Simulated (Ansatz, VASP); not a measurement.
## One calculation of PbSe, two programs

```
Pb Se
1.0
     0.00000    3.10410    2.97994
     3.10410    0.00000    2.97994
     3.10410    3.10410    0.00000
Pb Se
1 1
Direct
  0.00000 0.00000 0.00000
  0.50000 0.50000 0.50000
```

Alike in both runs: task single point; functional r2SCAN; k mesh 10 × 10 × 10; occupations gaussian, width 0.05 eV; no spin polarisation.

```csv
,VASP,Ansatz
version,VASP 6.6.1,Ansatz 0.2.0
potentials or method,"VASP PAW PBE potentials, release 64 (Pb_d, Se), cutoff 520 eV","scalar-relativistic, plane waves, PAW"
valence electrons in the cell,20,30
```

VASP gave:

```
gap on the k mesh at the Fermi level (eV)                     : 0.53
least direct gap on the mesh (eV)                             : 0.53
pressure (GPa)                                                : 1.7
traceless stress, the component that is largest in VASP (GPa) : 3.82
```

Q: What did Ansatz give for the same quantities?

A: gap on the k mesh at the Fermi level (eV): 0.52; least direct gap on the mesh (eV): 0.52; pressure (GPa): 1.7; traceless stress, the component that is largest in VASP (GPa): 3.81.

VASP's potentials were made for PBE, not for r2SCAN. VASP's potentials hold 20 valence electrons a cell and Ansatz's 30, so a difference there can come from the potentials and not from the codes.

Neither program's run includes spin-orbit coupling.
